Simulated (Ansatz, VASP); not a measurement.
One calculation of CdSiP2, two programs

```
CELL_PARAMETERS angstrom
-2.86225 2.86225 5.28974
2.86225 -2.86225 5.28974
2.86225 2.86225 -5.28974
ATOMIC_POSITIONS crystal
Cd 0.75000 0.25000 0.50000
Cd 0.00000 0.00000 0.00000
Si 0.50000 0.50000 0.00000
Si 0.25000 0.75000 0.50000
P 0.87500 0.82939 0.45439
P 0.17061 0.62500 0.04561
P 0.37500 0.42061 0.54561
P 0.57939 0.12500 0.95439
```

Alike in both runs: task single point; functional PBE; k mesh 6 × 6 × 6; no spin polarisation.

|  | VASP | Ansatz |
| --- | --- | --- |
| version | VASP 6.6.1 | Ansatz 0.2.0 |
| potentials or method | VASP PAW PBE potentials, release 64 (Cd, Si, P) | plane waves, PAW |
| plane-wave cutoff (eV) | 500 | 420 |
| occupations | gaussian, width 0.01 eV | fixed |
| valence electrons in the cell | 52 | 68 |

```tsv
	VASP	Ansatz	Ansatz less VASP
gap on the k mesh at the Fermi level (eV)	1.42	1.42	0.000
pressure (GPa)	0.1	0.0	-0.08
rms of the force components (eV/Å)	0.017	0.000	-0.0161
```

Atom by atom the forces differ by 0.017 eV/Å (rms over components). VASP's potentials hold 52 valence electrons a cell and Ansatz's 68, so a difference there can come from the potentials and not from the codes.
